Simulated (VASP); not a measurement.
# C: single point with BLYP

The system is C.

```xyz
2
Lattice="0.0000 1.7237 1.7237 1.7237 0.0000 1.7237 1.7237 1.7237 0.0000" Properties=species:S:1:pos:R:3 pbc="T T T"
C     1.7237    1.7237    1.7237
C     2.5855    2.5855    2.5855
```

This cell differs from its parent crystal: volume scaled by 0.88.

* Program: VASP 6.6.1
* Task: single point
* Functional: BLYP
* Potentials or basis: VASP PAW PBE potentials, release 64 (C)
* Cutoff: 520 eV
* k mesh: 13 × 13 × 13
* Occupations: fermi-dirac, width 0.05 eV
* Spin: no spin polarisation

```json
{"Pressure": "67.1 GPa", "Band gap on the k mesh": "4.73 eV, indirect (least direct gap 6.05 eV)"}
```

Levels at points of the mesh, in eV from the valence-band top:
```csv
k point,band 2,band 3,band 4,band 5,band 6,band 7
"(0.00, 0.00, 0.00)",0.00,0.00,0.00,6.05,6.05,6.05
```

It took 8.8 s on 1 thread of AMD EPYC 7R13 Processor (Zen 3) (shared host), peak memory 0.09 GiB.

Caveat: the PAW data sets were made with another functional, which shifts forces and pressure a little. A k mesh can miss the band edges.
